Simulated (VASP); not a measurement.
# H2CO3 (Cmcm) in VASP: notebook

H2CO3 is run at these levels: r2SCAN+D3(BJ); tasks: single point.

Program: VASP 6.6.1. These are calculated values, not measurements. Logs are shortened: lines on timing, memory, paths and dates and some standing lists are left out, and cuts for length are marked.

### Step 1. The cell of the first run

Symmetry: Cmcm, No. 63, orthorhombic system. The conventional cell has a = 5.735 Å, b = 6.237 Å, c = 6.564 Å, α = 90.00°, β = 90.00°, γ = 90.00°. H (site symmetry m) has 1 O at 1.00 Å within 1.4 Å. C (site symmetry m2m) has 3 O at 1.25 to 1.30 Å within 1.7 Å. O (site symmetry m2m) has 1 C at 1.25 Å and 2 H at 1.62 Å within 1.7 Å. O (site symmetry m) has 1 H at 1.00 Å and 1 C at 1.30 Å within 1.4 Å.

### Step 2. Single point, r2SCAN+D3(BJ)

The input, POSCAR:

```
H2CO3
1.0
    2.8674317968     -3.1186177536      0.0000000000
    2.8674317968      3.1186177536      0.0000000000
    0.0000000000      0.0000000000      6.5638171335
H C O
4 2 6
Direct
    0.3215937695      0.6784062305      0.5389156574
    0.3215937695      0.6784062305      0.9610843426
    0.6784062305      0.3215937695      0.0389156574
    0.6784062305      0.3215937695      0.4610843426
    0.3439215348      0.6560784652      0.2500000000
    0.6560784652      0.3439215348      0.7500000000
    0.5439565740      0.4560434260      0.2500000000
    0.4560434260      0.5439565740      0.7500000000
    0.2281394082      0.7718605918      0.4147452818
    0.2281394082      0.7718605918      0.0852547182
    0.7718605918      0.2281394082      0.9147452818
    0.7718605918      0.2281394082      0.5852547182
```

The input, INCAR.step1:

```
SYSTEM = H2CO3
  ALGO = Normal
  EDIFF = 1E-4
  ENCUT = 520
  GGA = PE
  ISMEAR = 0
  LASPH = .TRUE.
  LCHARG = .FALSE.
  LREAL = .FALSE.
  LWAVE = .TRUE.
  NBANDS = 36
  NELM = 100
  PREC = Accurate
  SIGMA = 0.02
```

The input, INCAR.step2:

```
SYSTEM = H2CO3
  ALGO = Normal
  EDIFF = 1E-7
  ENCUT = 520
  ISIF = 2
  ISMEAR = 0
  ISTART = 1
  IVDW = 12
  LASPH = .TRUE.
  LCHARG = .TRUE.
  LELF = .TRUE.
  LMIXTAU = .TRUE.
  LREAL = .FALSE.
  LVHAR = .TRUE.
  LWAVE = .FALSE.
  METAGGA = R2SCAN
  NBANDS = 36
  NELM = 100
  PREC = Accurate
  SIGMA = 0.02
  VDW_A1 = 0.49484001
  VDW_A2 = 5.73083694
  VDW_S6 = 1.0
  VDW_S8 = 0.78981345
```

The input, KPOINTS:

```
k-points
0
G
  6 6 4
  0 0 0
```

Potentials or basis: VASP PAW PBE potentials, release 64 (H, C, O).

Launch:

```
$ cat potpaw_PBE.64/H/POTCAR potpaw_PBE.64/C/POTCAR potpaw_PBE.64/O/POTCAR > POTCAR
$ cp INCAR.step1 INCAR
$ mpirun -np 1 vasp_std > vasp.out
$ cp INCAR.step2 INCAR
$ mpirun -np 1 vasp_std > vasp.out
```

OUTCAR:

```text
SYSTEM = H2CO3
   EDIFF = 1E-7
   ENCUT = 520
   ISIF = 2
   ISMEAR = 0
   ISTART = 1
   IVDW = 12
   LASPH = .TRUE.
   LREAL = .FALSE.
   METAGGA = R2SCAN
   NELM = 100
   PREC = Accurate
 IVDW          = 12

 ion  position               nearest neighbor table
   1  0.322  0.678  0.539-   9 1.00
   2  0.322  0.678  0.961-  10 1.00
   3  0.678  0.322  0.039-  11 1.00
   4  0.678  0.322  0.461-  12 1.00
   5  0.344  0.656  0.250-   7 1.25   9 1.30  10 1.30
   6  0.656  0.344  0.750-   8 1.25  11 1.30  12 1.30
   7  0.544  0.456  0.250-   5 1.25
   8  0.456  0.544  0.750-   6 1.25
   9  0.228  0.772  0.415-   1 1.00   5 1.30
  10  0.228  0.772  0.085-   2 1.00   5 1.30
  11  0.772  0.228  0.915-   3 1.00   6 1.30
  12  0.772  0.228  0.585-   4 1.00   6 1.30

  LATTYP: Found a base centered orthorhombic cell.
 ALAT       =     5.7348635936
 B/A-ratio  =     1.0875996273
 C/A-ratio  =     1.1445463395

  Lattice vectors:

 A1 = (   2.8674317968,  -3.1186177536,   0.0000000000)
 A2 = (   2.8674317968,   3.1186177536,   0.0000000000)
 A3 = (   0.0000000000,   0.0000000000,   6.5638171335)

Analysis of symmetry for initial positions (statically):
=====================================================================
 Subroutine PRICEL returns:
 Original cell was already a primitive cell.

 Routine SETGRP: Setting up the symmetry group for a
 base centered orthorhombic supercell.

 Subroutine GETGRP returns: Found  8 space group operations
 (whereof  4 operations were pure point group operations)
 out of a pool of  8 trial point group operations.

The static configuration has the point symmetry C_2h.
 The point group associated with its full space group is D_2h.

Analysis of symmetry for dynamics (positions and initial velocities):
=====================================================================
 Subroutine PRICEL returns:
 Original cell was already a primitive cell.

 Routine SETGRP: Setting up the symmetry group for a
 base centered orthorhombic supercell.

 Subroutine GETGRP returns: Found  8 space group operations
 (whereof  4 operations were pure point group operations)
 out of a pool of  8 trial point group operations.

The dynamic configuration has the point symmetry C_2h.
[... 126 lines left out ...]
   ISIF   =      2    stress and relaxation
   ISYM   =      2    0-nonsym 1-usesym 2-fastsym
   POTIM  = 0.5000    time-step for ionic-motion
   TEBEG  =    0.0;   TEEND  =   0.0 temperature during run
   PSTRESS=    0.0 pullay stress
   NELECT =      48.0000    total number of electrons
   NUPDOWN=      -1.0000    fix difference up-down
   EMIN   =  10.00;   EMAX   =-10.00  energy-range for DOS
   EFERMI =   0.00;   METHOD = LEGACY
   ISMEAR =     0;   SIGMA  =   0.02  broadening in eV -4-tet -1-fermi 0-gaus
   EFERMI_NEDOS =   21; number of points for ismear=-14 and -15
   IALGO  =     38    algorithm
   IMIX   =      4    mixing-type and parameters
     AMIX     =   0.40;   BMIX     =  1.00
     AMIX_MAG =   1.60;   BMIX_MAG =  1.00
  volume/ion in A,a.u.               =       9.78        66.02
  Fermi-wavevector in a.u.,A,eV,Ry     =   1.215089  2.296185 20.088195  1.476441
  Thomas-Fermi vector in A             =   2.350487
   LORBIT       =      0    0 simple, 1 ext, 2 COOP (PROOUT), +10 PAW based schemes
   METAGGA = R2SCAN    functional components
   LHFCALC =     F    Hartree Fock is set to
   AEXX    =    0.0000 exact exchange contribution
   IVDW    =    12    specifies the selected vdW correction
   LEPSILON=     F    determine dielectric tensor
   LRPA    =     F    only Hartree local field effects (RPA)
 non-spin polarized calculation
 Gauss-broadening in eV      SIGMA  =   0.02
  energy-cutoff  :      520.00
  volume of cell :      117.39
 maximum number of plane-waves:      3192
   NGX = 15   NGY = 15   NGZ = 25

 number of electron      48.0000008 magnetization

 Free energy of the ion-electron system (eV)
  ---------------------------------------------------
  ext. energy  EPLUGINS =         0.00000000
  ---------------------------------------------------
  free energy    TOTEN  =       -83.64732322 eV

  energy without entropy =      -83.64732322  energy(sigma->0) =      -83.64732322

 E-fermi :  -2.0993     XC(G=0):  -8.8137

 val. band max:       -2.2866684625   @ k =   0.5000   0.0000   0.0000
 cond. band min:       4.3049703603   @ k =   0.1667   0.1667   0.0000
 fundamental gap:      6.5916388228
 Fermi energy:        -2.0992733198

 k-point     1 :       0.0000    0.0000    0.0000
  band No.  band energies     occupation
      1     -25.7593      2.00000
      2     -25.3347      2.00000
      3     -22.9812      2.00000
      4     -22.6782      2.00000
      5     -22.2897      2.00000
      6     -21.9088      2.00000
[... 925 lines left out ...]
     35      11.5460      0.00000
     36      11.9867      0.00000

 [... further k-points ...]

------------------------ aborting loop because EDIFF is reached ----------------------------------------

 Edisp (eV)   -0.35796

 E8    (eV) :    -0.0605

  FORCE on cell =-STRESS in cart. coord.  units (eV):
  Direction    XX          YY          ZZ          XY          YZ          ZX
  --------------------------------------------------------------------------------------
  -------------------------------------------------------------------------------------
  Total      -0.27573     1.28137     1.23815     0.00000    -0.00000     0.00000
  in kB      -3.76316    17.48813    16.89821     0.00000    -0.00000     0.00000
  external pressure =       10.21 kB  Pullay stress =        0.00 kB

 VOLUME and BASIS-vectors are now :
 -----------------------------------------------------------------------------
  energy-cutoff  :      520.00
  volume of cell :      117.39
      direct lattice vectors                 reciprocal lattice vectors
     2.867431797 -3.118617754  0.000000000     0.174372064 -0.160327440  0.000000000
     2.867431797  3.118617754  0.000000000     0.174372064  0.160327440  0.000000000
     0.000000000  0.000000000  6.563817133     0.000000000  0.000000000  0.152350375

 POSITION                                       TOTAL-FORCE (eV/Angst)
 -----------------------------------------------------------------------------------
      2.86743      1.11276      3.53734         0.000000     -0.005060      0.134184
      2.86743      1.11276      6.30838         0.000000     -0.005060     -0.134184
      2.86743     -1.11276      0.25544         0.000000      0.005060      0.134184
      2.86743     -1.11276      3.02647         0.000000      0.005060     -0.134184
      2.86743      0.97350      1.64095         0.000000      0.200370     -0.000000
      2.86743     -0.97350      4.92286         0.000000     -0.200370      0.000000
      2.86743     -0.27417      1.64095         0.000000     -0.485873     -0.000000
      2.86743      0.27417      4.92286         0.000000      0.485873      0.000000
      2.86743      1.69566      2.72231         0.000000      0.132018      0.196461
      2.86743      1.69566      0.55960         0.000000      0.132018     -0.196461
      2.86743     -1.69566      6.00422         0.000000     -0.132018      0.196461
      2.86743     -1.69566      3.84150         0.000000     -0.132018     -0.196461
 -----------------------------------------------------------------------------------
    total drift:                                0.000000     -0.000000      0.000000

  FREE ENERGIE OF THE ION-ELECTRON SYSTEM (eV)
  ---------------------------------------------------
  free  energy   TOTEN  =       -84.0052847526 eV

  energy  without entropy=      -84.0052847526  energy(sigma->0) =      -84.00528475
```

OSZICAR.step1:

```text
N       E                     dE             d eps       ncg     rms          rms(c)
DAV:   1     0.282360500536E+03    0.28236E+03   -0.25596E+04  2816   0.124E+03
DAV:   2    -0.617246366797E+02   -0.34409E+03   -0.33074E+03  3624   0.301E+02
DAV:   3    -0.808648063935E+02   -0.19140E+02   -0.19027E+02  3456   0.725E+01
DAV:   4    -0.810723353443E+02   -0.20753E+00   -0.20727E+00  3568   0.838E+00
DAV:   5    -0.810760250159E+02   -0.36897E-02   -0.36887E-02  3484   0.108E+00    0.165E+01
DAV:   6    -0.757863165434E+02    0.52897E+01   -0.15811E+01  3364   0.223E+01    0.658E+00
DAV:   7    -0.756747641523E+02    0.11155E+00   -0.92949E-01  3440   0.516E+00    0.377E+00
DAV:   8    -0.756508197934E+02    0.23944E-01   -0.24459E-01  3520   0.266E+00    0.750E-01
DAV:   9    -0.756472260396E+02    0.35938E-02   -0.23346E-02  3408   0.954E-01    0.279E-01
DAV:  10    -0.756484640732E+02   -0.12380E-02   -0.47552E-03  3332   0.389E-01    0.778E-02
DAV:  11    -0.756486563474E+02   -0.19227E-03   -0.30511E-04  3132   0.116E-01    0.289E-02
DAV:  12    -0.756487218244E+02   -0.65477E-04   -0.74671E-05  2232   0.604E-02
   1 F= -.75648722E+02 E0= -.75648722E+02  d E =-.708236E-41
```

Run time: 17 min. Hardware: 1 thread of AMD EPYC, shared host; peak memory 0.27 GiB.

What came out:

| Item | Value |
| --- | --- |
| Free energy | -84.0053 eV |
| Pressure | 1.0 GPa |
| Largest force | 0.486 eV/Å |
| Band gap on the k mesh | 6.59 eV (least direct gap 6.83 eV) |
| Dispersion energy per atom | -0.030 eV |

Forces on the atoms (eV/Å):
```
H    0.000 -0.005  0.134
H    0.000 -0.005 -0.134
H    0.000  0.005  0.134
H    0.000  0.005 -0.134
C    0.000  0.200  0.000
C    0.000 -0.200  0.000
O    0.000 -0.486  0.000
O    0.000  0.486  0.000
O    0.000  0.132  0.196
O    0.000  0.132 -0.196
O    0.000 -0.132  0.196
O    0.000 -0.132 -0.196
```

Stress tensor (GPa, compression positive):
```
-0.38  0.00  0.00
 0.00  1.75  0.00
 0.00  0.00  1.69
```

Caveat: the PAW data sets were made with another functional, which shifts forces and pressure a little.

### Step 3. Single point, r2SCAN+D3(BJ)

The input, POSCAR:

```
H2CO3
1.0
    2.8674595720     -3.1183824298      0.0000000000
    2.8674595720      3.1183824298      0.0000000000
    0.0000000000      0.0000000000      6.5636992977
H C O
4 2 6
Direct
    0.3215686561      0.6784313439      0.5389194090
    0.3215686561      0.6784313439      0.9610805910
    0.6784313439      0.3215686561      0.0389194090
    0.6784313439      0.3215686561      0.4610805910
    0.3438936685      0.6561063315      0.2500000000
    0.6561063315      0.3438936685      0.7500000000
    0.5439444062      0.4560555938      0.2500000000
    0.4560555938      0.5439444062      0.7500000000
    0.2281026675      0.7718973325      0.4147486067
    0.2281026675      0.7718973325      0.0852513933
    0.7718973325      0.2281026675      0.9147486067
    0.7718973325      0.2281026675      0.5852513933
```

The input, INCAR.step1:

```
PREC = Accurate
ENCUT = 520
ISMEAR = 0
SIGMA = 0.02
LREAL = F
LASPH = T
NELM = 100
NBANDS = 36
GGA = PE
ALGO = Normal
EDIFF = 1E-4
LWAVE = T
LCHARG = F
```

The input, INCAR.step2:

```
PREC = Accurate
ENCUT = 520
EDIFF = 1E-6
ISMEAR = 0
SIGMA = 0.02
LREAL = F
LASPH = T
NELM = 100
ALGO = Normal
ISIF = 2
LWAVE = F
LCHARG = F
METAGGA = R2SCAN
LMIXTAU = T
IVDW = 12
VDW_S6 = 1.0
VDW_S8 = 0.78981345
VDW_A1 = 0.49484001
VDW_A2 = 5.73083694
NBANDS = 36
ISTART = 1
```

The input, KPOINTS:

```
Automatic mesh
0
Gamma
  6 6 4
```

Potentials or basis: VASP PAW PBE potentials, release 64 (H, C, O).

Launch:

```
$ cat potpaw_PBE.64/H/POTCAR potpaw_PBE.64/C/POTCAR potpaw_PBE.64/O/POTCAR > POTCAR
$ cp INCAR.step1 INCAR
$ mpirun -np 1 vasp_std > vasp.out
$ cp INCAR.step2 INCAR
$ mpirun -np 1 vasp_std > vasp.out
```

Run time: 12 min. Hardware: 1 thread of AMD EPYC 7R43 (Zen 3), shared host; peak memory 0.26 GiB.

It converged, with:

| Quantity | Value |
| --- | --- |
| Free energy | -84.0053 eV |
| Pressure | 1.0 GPa |
| Largest force | 0.486 eV/Å |
| Band gap on the k mesh | 6.59 eV (least direct gap 6.83 eV) |
| Dispersion energy per atom | -0.030 eV |

Forces on the atoms (eV/Å):
```
H    0.000 -0.005  0.134
H    0.000 -0.005 -0.134
H    0.000  0.005  0.134
H    0.000  0.005 -0.134
C    0.000  0.200  0.000
C    0.000 -0.200  0.000
O    0.000 -0.486  0.000
O    0.000  0.486  0.000
O    0.000  0.132  0.197
O    0.000  0.132 -0.197
O    0.000 -0.132  0.197
O    0.000 -0.132 -0.197
```

Stress tensor (GPa, compression positive):
```
-0.38  0.00  0.00
 0.00  1.75  0.00
 0.00  0.00  1.69
```

Levels at points of the mesh, in eV from the valence-band top:
| k point | band 20 | band 21 | band 22 | band 23 | band 24 | band 25 | band 26 | band 27 | band 28 | band 29 |
| --- | --- | --- | --- | --- | --- | --- | --- | --- | --- | --- |
| (0.00, 0.00, 0.00) | -1.60 | -1.13 | -0.77 | -0.68 | -0.36 | 6.81 | 6.95 | 7.42 | 9.60 | 11.67 |
| (0.50, 0.00, 0.00) | -1.28 | -1.22 | -0.78 | -0.74 | 0.00 | 6.87 | 7.32 | 9.29 | 9.90 | 10.93 |
| (0.50, 0.50, 0.00) | -0.72 | -0.66 | -0.62 | -0.57 | -0.14 | 6.95 | 7.58 | 9.76 | 10.46 | 10.74 |
| (0.00, 0.00, 0.50) | -1.72 | -0.88 | -0.88 | -0.82 | -0.82 | 7.11 | 7.11 | 8.16 | 8.16 | 12.27 |
| (0.50, 0.00, 0.50) | -1.45 | -0.87 | -0.87 | -0.54 | -0.54 | 7.14 | 7.14 | 10.04 | 10.04 | 10.67 |
| (0.50, 0.50, 0.50) | -1.32 | -0.64 | -0.64 | -0.58 | -0.58 | 7.29 | 7.29 | 10.35 | 10.35 | 12.04 |

Caveat: the PAW data sets were made with another functional, which shifts forces and pressure a little. A k mesh can miss the band edges.
